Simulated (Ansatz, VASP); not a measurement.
**KCl: VASP beside Ansatz**

The input INCAR:

```
SYSTEM = KCl
PREC = Accurate
ENCUT = 500
EDIFF = 1E-7
ISMEAR = 0
SIGMA = 0.02
LREAL = .False.
LASPH = .True.
NELM = 120
ALGO = Normal
ISIF = 3
LWAVE = .False.
LCHARG = .False.
GGA = PE
IBRION = 2
NSW = 100
EDIFFG = -0.002
GGA_COMPAT = .False.
NELMIN = 4
```

KPOINTS

```
regular mesh
0
Gamma
  6 6 6
  0 0 0
```

POSCAR

```
KCl
1.0
    0.0000000000      3.1341000000      3.1341000000
    3.1341000000      0.0000000000      3.1341000000
    3.1341000000      3.1341000000      0.0000000000
K Cl
1 1
Direct
    0.0000000000      0.0000000000      0.0000000000
    0.5000000000      0.5000000000      0.5000000000
```

Input for Ansatz:

```yaml
crystal:
  lattice:
    - [0.0, 3.1341, 3.1341]
    - [3.1341, 0.0, 3.1341]
    - [3.1341, 3.1341, 0.0]
  atoms:
    - { symbol: K, position: [0.0, 0.0, 0.0] }
    - { symbol: Cl, position: [0.5, 0.5, 0.5] }
basis:
  ecutwfc: 420
kpoints:
  mp_grid: { grid: [6, 6, 6] }
hamiltonian:
  xc: pbe
  pseudopotentials: { kind: paw, azcp: { folder: soft_1 } }
scf:
  occupations: { method: gaussian, width: 0.02 }
output:
  forces: true
  stress: true
  eigenvalues: true
  write_density: true
  write_potential: true
  elf: true
  volumetric_format: npy
relax:
  adjacent_minimum: "off"
  f_tol: 0.002
  max_steps: 80
  cell: { stress_tol: 0.02 }
```

Alike in both runs: task relaxation of cell and atoms; functional PBE; k mesh 6 × 6 × 6; occupations gaussian, width 0.02 eV; no spin polarisation.

|  | VASP | Ansatz |
| --- | --- | --- |
| version | VASP 6.6.1 | Ansatz 0.2.0 |
| potentials or method | VASP PAW PBE potentials, release 64 (K_sv, Cl), cutoff 500 eV | scalar-relativistic, plane waves, PAW |
| valence electrons in the cell | 16 | 16 |

```tsv
	VASP	Ansatz	Ansatz less VASP
gap on the k mesh at the Fermi level, each at its own relaxed structure (eV)	5.04	5.05	+0.004
relaxed volume (Å³/atom)	32.49	32.49	-0.004
relaxed cell length with the largest relative difference (Å)	4.513	4.512	-0.0002
```
